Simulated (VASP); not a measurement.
# C (Cm) in VASP: notebook

C is run at these levels: PBE; tasks: single point.

The COD entry that gives the cell may itself be a prediction, so a difference from it is no test against experiment.

All numbers are computed with VASP 6.6.1; they aren't measurements. Logs are shortened: lines on timing, memory, paths and dates and some standing lists are left out, and cuts for length are marked.

## 1. The cell of the first run

Symmetry: Cm, No. 8, monoclinic system. The conventional cell has a = 4.361 Å, b = 2.518 Å, c = 16.708 Å, α = 90.00°, β = 96.24°, γ = 90.00°. C (site symmetry m) has 4 C at 1.54 Å within 2.1 Å. C (site symmetry m) has 4 C at 1.54 Å within 2.1 Å. C (site symmetry m) has 4 C at 1.54 Å within 2.1 Å. C (site symmetry m) has 4 C at 1.54 Å within 2.1 Å. Within 2.1 Å of C (site symmetry m) lie 4 C at 1.54 Å. C (site symmetry m) has 4 C at 1.54 Å within 2.1 Å. C (site symmetry m) has 4 C at 1.54 Å within 2.1 Å. Within 2.1 Å of C (site symmetry m) lie 4 C at 1.54 Å.

## 2. Single point, PBE

INCAR

```
SYSTEM = C
  PREC = Accurate
  ENCUT = 520
  EDIFF = 1E-7
  ISMEAR = 0
  SIGMA = 0.05
  LREAL = Auto
  LASPH = .TRUE.
  NELM = 60
  ALGO = Normal
  ISIF = 2
  LWAVE = .FALSE.
  LCHARG = .TRUE.
  GGA = PE
  LELF = .TRUE.
  LVHAR = .TRUE.
  NBANDS = 46
```

KPOINTS

```
regular mesh
0
G
  10 10 2
  0 0 0
```

POSCAR

```
C
1.0
   -2.5180184914      0.0000000000      0.0000000000
   -1.2590092457     -2.1806679808      0.0000000000
   -1.5738874581     -0.9086843476     16.6091763648
C
16
Direct
   -0.2798074170     -0.2798074170      0.6714840821
   -0.0714574170     -0.0714574170      0.1714840821
   -0.3839824170      0.6160175830      0.9214840821
   -0.1756324170      0.8243675830      0.4214840821
   -0.3452425830     -0.3452425830      0.8285159179
   -0.1368925830     -0.1368925830      0.3285159179
   -0.0327175830      0.9672824170      0.0785159179
   -0.2410675830      0.7589324170      0.5785159179
    0.0404914573      0.0404914573      0.7027642813
    0.2488414573      0.2488414573      0.2027642813
    0.2696497906      0.2696497906      0.9527642813
    0.4779997906      0.4779997906      0.4527642813
    0.0011252094      0.0011252094      0.7972357187
    0.2094752094      0.2094752094      0.2972357187
    0.6469835427      0.6469835427      0.0472357187
    0.4386335427      0.4386335427      0.5472357187
```

Potentials or basis: VASP PAW PBE potentials, release 64 (C).

Run with:

```
cat potpaw_PBE.64/C/POTCAR > POTCAR
mpirun -np 1 vasp_std > vasp.out
```

OUTCAR:

```text
SYSTEM = C
   PREC = Accurate
   ENCUT = 520
   EDIFF = 1E-7
   ISMEAR = 0
   LREAL = Auto
   LASPH = .TRUE.
   NELM = 60
   ISIF = 2
   GGA = PE

 ion  position               nearest neighbor table
   1  0.720  0.720  0.671-   9 1.54   9 1.54   9 1.54   8 1.54
   2  0.929  0.929  0.171-  10 1.54  10 1.54  10 1.54   7 1.54
   3  0.616  0.616  0.921-  11 1.54  11 1.54  11 1.54   5 1.54
   4  0.824  0.824  0.421-  12 1.54  12 1.54  12 1.54   6 1.54
   5  0.655  0.655  0.829-  13 1.54  13 1.54  13 1.54   3 1.54
   6  0.863  0.863  0.329-  14 1.54  14 1.54  14 1.54   4 1.54
   7  0.967  0.967  0.079-  15 1.54  15 1.54  15 1.54   2 1.54
   8  0.759  0.759  0.579-  16 1.54  16 1.54  16 1.54   1 1.54
   9  0.040  0.040  0.703-   1 1.54   1 1.54   1 1.54  13 1.57
  10  0.249  0.249  0.203-   2 1.54   2 1.54   2 1.54  14 1.57
  11  0.270  0.270  0.953-   3 1.54   3 1.54   3 1.54  15 2.04  15 2.04
  12  0.478  0.478  0.453-   4 1.54   4 1.54   4 1.54  16 1.57
  13  0.001  0.001  0.797-   5 1.54   5 1.54   5 1.54   9 1.57
  14  0.209  0.209  0.297-   6 1.54   6 1.54   6 1.54  10 1.57
  15  0.647  0.647  0.047-   7 1.54   7 1.54   7 1.54  11 2.04  11 2.04
  16  0.439  0.439  0.547-   8 1.54   8 1.54   8 1.54  12 1.57

  LATTYP: Found a base centered monoclinic cell.
 ALAT       =     4.3613359615
 B/A-ratio  =     0.5773502692
 C/A-ratio  =     3.8310069471
 COS(beta)  =    -0.1087703588

  Lattice vectors:

 A1 = (   2.5180184914,   0.0000000000,   0.0000000000)
 A2 = (   1.2590092457,   2.1806679808,   0.0000000000)
 A3 = (  -1.5738874581,  -0.9086843476,  16.6091763648)

Analysis of symmetry for initial positions (statically):
=====================================================================
 Subroutine PRICEL returns:
 Original cell was already a primitive cell.

 Routine SETGRP: Setting up the symmetry group for a
 base centered monoclinic supercell.

 Subroutine GETGRP returns: Found  2 space group operations
 (whereof  2 operations were pure point group operations)
 out of a pool of  4 trial point group operations.

The static configuration has the point symmetry C_1h.

Analysis of symmetry for dynamics (positions and initial velocities):
=====================================================================
 Subroutine PRICEL returns:
 Original cell was already a primitive cell.

 Routine SETGRP: Setting up the symmetry group for a
 base centered monoclinic supercell.

 Subroutine GETGRP returns: Found  2 space group operations
 (whereof  2 operations were pure point group operations)
 out of a pool of  4 trial point group operations.

The dynamic configuration has the point symmetry C_1h.

 Subroutine INISYM returns: Found  2 space group operations
 (whereof  2 operations are pure point group operations),
 and found     1 'primitive' translations

----------------------------------------------------------------------------------------

                                     Primitive cell

  volume of cell :      91.2004

  direct lattice vectors                    reciprocal lattice vectors
    -2.518018491  0.000000000  0.000000000    -0.397137671  0.229287541 -0.025088541
    -1.259009246 -2.180667981  0.000000000     0.000000000 -0.458575083 -0.025088541
    -1.573887458 -0.908684348 16.609176365     0.000000000  0.000000000  0.060207681

  length of vectors
     2.518018491  2.518018491 16.708308367     0.459260864  0.459260864  0.060207681

  position of ions in fractional coordinates (direct lattice)
     0.720192583  0.720192583  0.671484082
     0.928542583  0.928542583  0.171484082
     0.616017583  0.616017583  0.921484082
     0.824367583  0.824367583  0.421484082
     0.654757417  0.654757417  0.828515918
     0.863107417  0.863107417  0.328515918
[... 8 lines left out ...]
     0.646983543  0.646983543  0.047235719
     0.438633543  0.438633543  0.547235719

  ion indices of the primitive-cell ions
   primitive index   ion index
                 1           1
                 2           2
                 3           3
                 4           4
                 5           5
                 6           6
[... 8 lines left out ...]
                15          15
                16          16

----------------------------------------------------------------------------------------

 KPOINTS: regular mesh

Automatic generation of k-mesh.
 Grid dimensions read from file:
 generate k-points for:   10   10    2

 Generating k-lattice:

  Cartesian coordinates                     Fractional coordinates (reciprocal lattice)
    -0.039713767  0.022928754 -0.002508854     0.100000000  0.000000000  0.000000000
     0.000000000 -0.045857508 -0.002508854     0.000000000  0.100000000  0.000000000
     0.000000000  0.000000000  0.030103841     0.000000000  0.000000000  0.500000000

  Length of vectors
     0.045926086  0.045926086  0.030103841

  Shift w.r.t. Gamma in fractional coordinates (k-lattice)
     0.000000000  0.000000000  0.000000000

 Subroutine IBZKPT returns following result:
 ===========================================

 Found     62 irreducible k-points:

 Following reciprocal coordinates:
            Coordinates               Weight
  0.000000  0.000000  0.000000      1.000000
  0.100000  0.000000  0.000000      4.000000
  0.200000  0.000000  0.000000      4.000000
  0.300000 -0.000000 -0.000000      4.000000
  0.400000 -0.000000 -0.000000      4.000000
  0.500000 -0.000000 -0.000000      2.000000
[... 16 lines left out ...]
  0.300000  0.300000 -0.000000      2.000000
  0.400000  0.300000 -0.000000      4.000000
 [... further k-points ...]
   k-points           NKPTS =     62   k-points in BZ     NKDIM =     62   number of bands    NBANDS=     46
   number of dos      NEDOS =    301   number of ions     NIONS =     16
   total plane-waves  NPLWV =  50400
   dimension x,y,z NGX =    20 NGY =   20 NGZ =  126
   dimension x,y,z NGXF=    40 NGYF=   40 NGZF=  252
   ions per type =              16
   NGX,Y,Z   is equivalent  to a cutoff of  13.20, 13.20, 12.54 a.u.
   NGXF,Y,Z  is equivalent  to a cutoff of  26.41, 26.41, 25.07 a.u.
 SYSTEM =  C
   PREC   = accura    normal or accurate (medium, high low for compatibility)
   ISTART =      0    job   : 0-new  1-cont  2-samecut
   ICHARG =      2    charge: 1-file 2-atom 10-const
   ISPIN  =      1    spin polarized calculation?
   LNONCOLLINEAR =      F non collinear calculations
   LSORBIT =      F    spin-orbit coupling
   LASPH  =      T    aspherical Exc in radial PAW
   ENCUT  =  520.0 eV  38.22 Ry    6.18 a.u.   4.68  4.68 31.07*2*pi/ulx,y,z
   NELM   =     60;   NELMIN=  2; NELMDL= -5     # of ELM steps
   EDIFF  = 0.1E-06   stopping-criterion for ELM
   LREAL  =      T    real-space projection
   EDIFFG = 0.1E-05   stopping-criterion for IOM
   NSW    =      0    number of steps for IOM
   IBRION =     -1    ionic relax: 0-MD 1-quasi-New 2-CG
   NFREE  =      0    steps in history (QN), initial steepest desc. (CG)
   ISIF   =      2    stress and relaxation
   ISYM   =      2    0-nonsym 1-usesym 2-fastsym
   POTIM  = 0.5000    time-step for ionic-motion
   TEBEG  =    0.0;   TEEND  =   0.0 temperature during run
   PSTRESS=    0.0 pullay stress
   NELECT =      64.0000    total number of electrons
   NUPDOWN=      -1.0000    fix difference up-down
   EMIN   =  10.00;   EMAX   =-10.00  energy-range for DOS
   EFERMI =   0.00;   METHOD = LEGACY
   ISMEAR =     0;   SIGMA  =   0.05  broadening in eV -4-tet -1-fermi 0-gaus
   EFERMI_NEDOS =   21; number of points for ismear=-14 and -15
   IALGO  =     38    algorithm
   IMIX   =      4    mixing-type and parameters
     AMIX     =   0.40;   BMIX     =  1.00
     AMIX_MAG =   1.60;   BMIX_MAG =  1.00
  volume/ion in A,a.u.               =       5.70        38.47
  Fermi-wavevector in a.u.,A,eV,Ry     =   1.454798  2.749169 28.795869  2.116437
  Thomas-Fermi vector in A             =   2.571907
   LORBIT       =      0    0 simple, 1 ext, 2 COOP (PROOUT), +10 PAW based schemes
   GGA     = PE    functional components
   LHFCALC =     F    Hartree Fock is set to
   AEXX    =    0.0000 exact exchange contribution
   IVDW    =     0    specifies the selected vdW correction
   LEPSILON=     F    determine dielectric tensor
   LRPA    =     F    only Hartree local field effects (RPA)
 non-spin polarized calculation
 Gauss-broadening in eV      SIGMA  =   0.05
  energy-cutoff  :      520.00
  volume of cell :       91.20
 maximum number of plane-waves:      2489
   NGX =  9   NGY =  9   NGZ = 61

 number of electron      63.9999997 magnetization

 Free energy of the ion-electron system (eV)
  ---------------------------------------------------
  ext. energy  EPLUGINS =         0.00000000
  ---------------------------------------------------
  free energy    TOTEN  =      -141.00334248 eV

  energy without entropy =     -141.00174747  energy(sigma->0) =     -141.00254497

 E-fermi :  10.0155     XC(G=0): -13.2574

 val. band max:       10.0154421616   @ k =  -0.3000   0.2000   0.0000
 cond. band min:      10.0411973423   @ k =   0.1000   0.0000   0.0000
 fundamental gap:      0.0257551807
 Fermi energy:        10.0155259203

 k-point     1 :       0.0000    0.0000    0.0000
  band No.  band energies     occupation
      1     -11.7825      2.00000
      2     -11.3620      2.00000
      3     -11.2782      2.00000
      4     -10.1301      2.00000
      5      -9.9894      2.00000
      6      -8.0741      2.00000
[... 36 lines left out ...]
     43      16.7802      0.00000
     44      17.2413      0.00000

 k-point     2 :       0.1000    0.0000    0.0000
  band No.  band energies     occupation
      1     -11.5350      2.00000
      2     -11.1274      2.00000
      3     -11.0189      2.00000
      4      -9.9149      2.00000
      5      -9.7176      2.00000
      6      -7.9018      2.00000
[... 1026 lines left out ...]
 k-point    24 :       0.4000    0.3000   -0.0000
  band No.  band energies     occupation
      1      -8.6173      2.00000
      2      -8.3852      2.00000
      3      -7.9212      2.00000
      4      -7.4247      2.00000
      5      -6.4957      2.00000
      6      -5.7056      2.00000
[... 36 lines left out ...]
     43      18.2665      0.00000
     44      18.7020      0.00000

 [... further k-points ...]

 [bands above 44 left out]

------------------------ aborting loop because EDIFF is reached ----------------------------------------

  FORCE on cell =-STRESS in cart. coord.  units (eV):
  Direction    XX          YY          ZZ          XY          YZ          ZX
  --------------------------------------------------------------------------------------
  -------------------------------------------------------------------------------------
  Total       -0.4423621     -2.5479145      8.6719286      1.8234619     -0.8156732     -1.4127880
  in kB       -7.7712688    -44.7609070    152.3455296     32.0339664    -14.3294724    -24.8193846
  external PRESSURE =      33.2711179 kB  Pullay stress =       0.0000000 kB

 VOLUME and BASIS-vectors are now :
 -----------------------------------------------------------------------------
  energy-cutoff  :      520.00
  volume of cell :       91.20
      direct lattice vectors                 reciprocal lattice vectors
    -2.518018491  0.000000000  0.000000000    -0.397137671  0.229287541 -0.025088541
    -1.259009246 -2.180667981  0.000000000     0.000000000 -0.458575083 -0.025088541
    -1.573887458 -0.908684348 16.609176365     0.000000000  0.000000000  0.060207681

 POSITION                                       TOTAL-FORCE (eV/Angst)
 -----------------------------------------------------------------------------------
     -3.77703     -2.18067     11.15280         0.003854      0.002225      0.059744
     -3.77703     -2.18067      2.84821         0.182659      0.105458      0.465896
     -3.77703     -2.18067     15.30509         0.402273      0.232253     -0.326016
     -3.77703     -2.18067      7.00050        -0.003579     -0.002066      0.031901
     -3.77703     -2.18067     13.76097         0.278993      0.161077     -0.593338
     -3.77703     -2.18067      5.45638         0.002324      0.001342     -0.029040
[... 8 lines left out ...]
     -2.51802     -1.45378      0.78455        -1.565264     -0.903706      3.577859
     -2.51802     -1.45378      9.08913         0.000285      0.000164      0.029473
 -----------------------------------------------------------------------------------
    total drift:                                0.003157      0.001822     -0.018187

  FREE ENERGIE OF THE ION-ELECTRON SYSTEM (eV)
  ---------------------------------------------------
  free  energy   TOTEN  =      -141.0033424830 eV

  energy  without entropy=     -141.0017474654  energy(sigma->0) =     -141.00254497
```

It took 3.7 min on 1 thread of Intel Xeon 6975P-C (Granite Rapids), shared host; peak memory 0.3 GiB.

Results:

```
Free energy            : -141.0033 eV
Pressure               : 3.3 GPa
Largest force          : 4.008 eV/Å
Band gap on the k mesh : zero (band 32 reaches 10.10 eV, above the bottom of band 33 at 10.01 eV)
```

Forces in eV/Å, atoms in the order of the input:
```
C    0.004  0.002  0.060
C    0.183  0.105  0.466
C    0.402  0.232 -0.326
C   -0.004 -0.002  0.032
C    0.279  0.161 -0.593
C    0.002  0.001 -0.029
C    0.524  0.303 -0.214
C   -0.005 -0.003 -0.040
C    0.004  0.002 -0.096
C    0.012  0.007 -0.043
C    0.175  0.101 -2.967
C   -0.003 -0.002 -0.030
C    0.000  0.000  0.108
C   -0.008 -0.005  0.066
C   -1.565 -0.904  3.578
C    0.000  0.000  0.029
```

Levels at points of the mesh, in eV from the Fermi level:
```
           k point  band 29  band 30  band 31  band 32  band 33  band 34  band 35  band 36
(0.00, 0.00, 0.00)    -0.53    -0.37    -0.34     0.08     4.71     5.19     5.23     5.40
(0.50, 0.00, 0.00)    -4.29    -3.59    -3.34    -0.88     0.13     4.41     4.59     5.17
(0.50, 0.50, 0.00)    -3.93    -3.85    -3.18    -2.74     2.43     4.39     4.75     4.95
(0.00, 0.00, 0.50)    -0.73    -0.39    -0.32    -0.26     4.88     5.09     5.19     5.66
(0.50, 0.00, 0.50)    -4.07    -3.83    -3.26    -0.89     0.14     4.38     4.73     4.86
(0.50, 0.50, 0.50)    -4.41    -3.46    -3.30    -2.69     2.42     4.42     4.62     5.16
```

Caveat: forces of over 1 eV/Å act on the atoms, so gaps and moduli don't describe the material at rest.

## 3. Single point, PBE

INCAR

```
SYSTEM = C
  PREC = Accurate
  ENCUT = 520
  EDIFF = 1E-6
  ISMEAR = 0
  SIGMA = 0.05
  LREAL = Auto
  LASPH = .True.
  NELM = 100
  ALGO = Normal
  ISIF = 2
  LWAVE = .False.
  LCHARG = .True.
  GGA = PE
  LELF = .True.
  LVHAR = .True.
  NBANDS = 46
```

KPOINTS

```
regular mesh
0
Gamma
  10 10 2
  0 0 0
```

POSCAR

```
C
1.0
   -2.5180184914      0.0000000000      0.0000000000
   -1.2590092457     -2.1806679808      0.0000000000
   -0.6296305238     -0.3635173524     16.6091763648
C
16
Direct
   -0.1119363965     -0.1119363965      0.6714840821
   -0.0285863965     -0.0285863965      0.1714840821
   -0.1536113965      0.8463886035      0.9214840821
   -0.0702613965      0.9297386035      0.4214840821
   -0.1381136035     -0.1381136035      0.8285159179
   -0.0547636035     -0.0547636035      0.3285159179
   -0.0130886035      0.9869113965      0.0785159179
   -0.0964386035      0.9035613965      0.5785159179
    0.2161825276      0.2161825276      0.7027642813
    0.2995325276      0.2995325276      0.2027642813
    0.5078408610      0.5078408610      0.9527642813
    0.5911908610      0.5911908610      0.4527642813
    0.2004341390      0.2004341390      0.7972357187
    0.2837841390      0.2837841390      0.2972357187
    0.6587924724      0.6587924724      0.0472357187
    0.5754424724      0.5754424724      0.5472357187
```

Potentials or basis: VASP PAW PBE potentials, release 64 (C).

Run with:

```
cat potpaw_PBE.64/C/POTCAR > POTCAR
mpirun -np 1 vasp_std > vasp.out
```

Wall time 2.7 min (1 thread of Intel Xeon 6975P-C (Granite Rapids), shared host); peak memory 0.3 GiB.

The run converged. Its results:

```
Free energy            : -143.4569 eV
Pressure               : 1.1 GPa
Largest force          : 4.783 eV/Å
Band gap on the k mesh : 2.31 eV, indirect (least direct gap 4.88 eV)
```

Forces in eV/Å, atoms in the order of the input:
```
C   -0.001  0.000  0.005
C    0.320  0.185  0.164
C   -0.344 -0.198  0.004
C   -0.003 -0.002  0.008
C   -0.443 -0.256 -0.227
C   -0.002 -0.001 -0.004
C   -0.240 -0.139 -0.051
C   -0.007 -0.004 -0.008
C   -0.040 -0.023 -0.007
C   -0.003 -0.002  0.001
C   -3.339 -1.928 -0.748
C   -0.005 -0.003  0.011
C   -0.007 -0.004  0.017
C    0.034  0.020  0.006
C    4.078  2.354  0.841
C    0.002  0.001 -0.010
```

Stress tensor (GPa, compression positive):
```
-2.23 -2.54 14.93
-2.54  0.71  8.62
14.93  8.62  4.86
```

Levels at points of the mesh, in eV from the valence-band top:
```tsv
k point	band 29	band 30	band 31	band 32	band 33	band 34	band 35	band 36
(0.00, 0.00, 0.00)	-0.74	-0.40	-0.31	0.00	4.88	5.18	5.27	5.52
(0.50, 0.00, 0.00)	-4.26	-3.75	-3.39	-2.91	3.98	4.47	4.69	5.04
(0.50, 0.50, 0.00)	-3.91	-3.85	-3.19	-2.71	2.31	4.39	4.73	4.78
(0.00, 0.00, 0.50)	-0.61	-0.39	-0.38	-0.35	5.06	5.20	5.27	5.51
(0.50, 0.00, 0.50)	-4.22	-3.86	-3.32	-2.97	4.02	4.47	4.69	5.04
(0.50, 0.50, 0.50)	-4.23	-3.42	-3.35	-2.75	2.33	4.47	4.49	5.17
```

Caveat: forces of over 1 eV/Å act on the atoms, so gaps and moduli don't describe the material at rest.
